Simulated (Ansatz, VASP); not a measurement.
**Two plane-wave programs on LiF**

INCAR

```
PREC = Accurate
ENCUT = 520
EDIFF = 1E-6
ISMEAR = 0
SIGMA = 0.05
LREAL = False
LASPH = True
NELM = 60
ALGO = Normal
ISIF = 2
LWAVE = False
LCHARG = True
GGA = PE
LELF = True
LVHAR = True
NBANDS = 18
```

KPOINTS

```
regular mesh
0
Gamma
  9 9 6
```

File POSCAR:

```
LiF
1.0
    3.1670482194      0.0000000000      0.0000000000
   -1.5835241097      2.7427442130      0.0000000000
    0.0000000000      0.0000000000      4.9663824169
Li F
2 2
Direct
    0.3333333333      0.6666666667      0.3810713234
    0.6666666667      0.3333333333      0.8810713234
    0.3333333333      0.6666666667      0.9939266766
    0.6666666667      0.3333333333      0.4939266766
```

Input for Ansatz:

```yaml
crystal:
  lattice:
    - [3.1670482194, 0.0, 0.0]
    - [-1.5835241097, 2.742744213, 0.0]
    - [0.0, 0.0, 4.9663824169]
  atoms:
    - { symbol: Li, position: [0.3333333333, 0.6666666667, 0.3810713234] }
    - { symbol: Li, position: [0.6666666667, 0.3333333333, 0.8810713234] }
    - { symbol: F, position: [0.3333333333, 0.6666666667, 0.9939266766] }
    - { symbol: F, position: [0.6666666667, 0.3333333333, 0.4939266766] }
basis:
  ecutwfc: 520.0
kpoints:
  mp_grid: { grid: [9, 9, 6] }
hamiltonian:
  xc: pbe
scf:
  occupations: { method: gaussian, width: 0.05 }
output:
  forces: true
  stress: true
  eigenvalues: true
```

Alike in both runs: task single point; functional PBE; k mesh 9 × 9 × 6; occupations gaussian, width 0.05 eV; no spin polarisation.

|  | VASP | Ansatz |
| --- | --- | --- |
| version | VASP 6.6.1 | Ansatz 0.2.0 |
| potentials or method | VASP PAW PBE potentials, release 64 (Li_sv, F), cutoff 520 eV | scalar-relativistic, plane waves, PAW |
| valence electrons in the cell | 20 | 20 |

VASP gave:

```
gap on the k mesh at the Fermi level (eV) : 7.39
least direct gap on the mesh (eV)         : 7.39
rms of the force components (eV/Å)        : 0.004
```

Which values does Ansatz return?

gap on the k mesh at the Fermi level (eV): 7.40; least direct gap on the mesh (eV): 7.40; rms of the force components (eV/Å): 0.004.

Atom by atom the forces differ by 0.000 eV/Å (rms over components). The functional is the same, so the differences come from potentials, cutoffs and numerics.

Noted on VASP's run: the cutoff is short for stress, so the pressure is rough.
